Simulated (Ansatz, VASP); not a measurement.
Na4Au: VASP beside Ansatz

Contents of INCAR:

```
PREC     = Accurate       # precision mode
ENCUT    = 520            # plane-wave cutoff, eV
EDIFF    = 1E-6           # SCF threshold, eV
ISMEAR   = 0              # smearing method
SIGMA    = 0.2            # smearing width, eV
LREAL    = False          # projectors in reciprocal space
LASPH    = True           # aspherical terms in the spheres
NELM     = 80             # most SCF steps
ALGO     = Fast           # electronic algorithm
ISIF     = 2              # what is computed and relaxed
LWAVE    = False          # write WAVECAR
LCHARG   = True           # write CHGCAR
GGA      = PE             # functional
LELF     = True           # ELF
LVHAR    = True         
NBANDS   = 50             # bands
```

KPOINTS

```
Automatic mesh
0
Gamma
  4 4 4
```

POSCAR

```
Na4Au
1.0
    3.5019721000     -3.5019721000     -3.2075517000
    3.5019721000      3.5019721000     -3.2075517000
    7.0039442000      0.0000000000      6.4151034000
Na Au
8 2
Direct
    0.1081905000      0.4639365000      0.0360635000
    0.6081905000      0.9639365000      0.5360635000
    0.0360635000      0.3918095000      0.4639365000
    0.5360635000      0.8918095000      0.9639365000
    0.2139365000      0.8581905000      0.2860635000
    0.7139365000      0.3581905000      0.7860635000
    0.6418095000      0.2860635000      0.2139365000
    0.1418095000      0.7860635000      0.7139365000
    0.0000000000      0.0000000000      0.0000000000
    0.5000000000      0.5000000000      0.5000000000
```

Input for Ansatz:

```yaml
crystal:
  lattice:
    - [3.5019721, -3.5019721, -3.2075517]
    - [3.5019721, 3.5019721, -3.2075517]
    - [7.0039442, 0.0, 6.4151034]
  atoms:
    - { symbol: Na, position: [0.1081905, 0.4639365, 0.0360635] }
    - { symbol: Na, position: [0.6081905, 0.9639365, 0.5360635] }
    - { symbol: Na, position: [0.0360635, 0.3918095, 0.4639365] }
    - { symbol: Na, position: [0.5360635, 0.8918095, 0.9639365] }
    - { symbol: Na, position: [0.2139365, 0.8581905, 0.2860635] }
    - { symbol: Na, position: [0.7139365, 0.3581905, 0.7860635] }
    - { symbol: Na, position: [0.6418095, 0.2860635, 0.2139365] }
    - { symbol: Na, position: [0.1418095, 0.7860635, 0.7139365] }
    - { symbol: Au, position: [0.0, 0.0, 0.0] }
    - { symbol: Au, position: [0.5, 0.5, 0.5] }
basis:
  ecutwfc: 420
kpoints:
  mp_grid: { grid: [4, 4, 4] }
hamiltonian:
  xc: pbe
scf:
  occupations: { method: gaussian, width: 0.2 }
  lower_state_search: "off"
output:
  forces: true
  stress: true
  eigenvalues: true
```

Alike in both runs: task single point; functional PBE; k mesh 4 × 4 × 4; occupations gaussian, width 0.2 eV; no spin polarisation.

|  | VASP | Ansatz |
| --- | --- | --- |
| version | VASP 6.6.1 | Ansatz 0.2.0 |
| potentials or method | VASP PAW PBE potentials, release 64 (Na_pv, Au), cutoff 520 eV | scalar-relativistic, plane waves, PAW |
| valence electrons in the cell | 78 | 110 |

```tsv
	VASP	Ansatz	Ansatz less VASP
gap on the k mesh at the Fermi level (eV)	none	none	-
pressure (GPa)	0.0	0.0	-0.01
traceless stress, the component that is largest in VASP (GPa)	-0.16	-0.16	+0.001
```

A gap of «none» marks a metal or a gap that the smearing closes. The functional is the same, so the differences come from potentials, cutoffs and numerics. VASP's potentials hold 78 valence electrons a cell and Ansatz's 110, so a difference there can come from the potentials and not from the codes.

Spin-orbit coupling is off throughout.
